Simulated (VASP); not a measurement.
Si3Sn, 4 atoms in the cell. It takes space group R3m (No. 160, trigonal). Conventional cell: a = 4.048 Å, b = 4.048 Å, c = 19.901 Å, α = 90.00°, β = 90.00°, γ = 120.00°. Within 3.2 Å of Si (site symmetry 3m) lie 3 Si at 2.44 Å and 1 Sn at 2.60 Å. Si (site symmetry 3m) has 1 Si at 2.35 Å and 3 Sn at 2.53 Å within 3.1 Å. Si (site symmetry 3m) has 4 Si at 2.35 to 2.44 Å within 3.1 Å. Within 3.3 Å of Sn (site symmetry 3m) lie 4 Si at 2.53 to 2.60 Å. 

```yaml
Program: VASP 6.6.1
Task: single point
Functional: r2SCAN
Potentials_or_basis: VASP PAW PBE potentials, release 64 (Si, Sn_d)
Cutoff: 520 eV
k_mesh: 4 × 4 × 4
Occupations: gaussian, width 0.01 eV
Spin: no spin polarisation
Dipole_correction: no
Further_INCAR_settings: ALGO = Normal; EDIFF = 1e-06; NBANDS = 21
```

Potentials or basis: VASP PAW PBE potentials, release 64 (Si, Sn_d).

Run with:

```sh
$ cat potpaw_PBE.64/Si/POTCAR potpaw_PBE.64/Sn_d/POTCAR > POTCAR
$ cp INCAR.step1 INCAR
$ mpirun -np 1 vasp_std > vasp.out
$ cp INCAR.step2 INCAR
$ mpirun -np 1 vasp_std > vasp.out
```

Hardware: 1 thread of Intel Xeon 8259CL (shared host).

**Question.** How long does it take, and how much memory?

**Answer.** Run time: 8.2 min on 1 thread of Intel Xeon 8259CL, on a shared host, peak memory 0.42 GiB. Counts: k points 13.
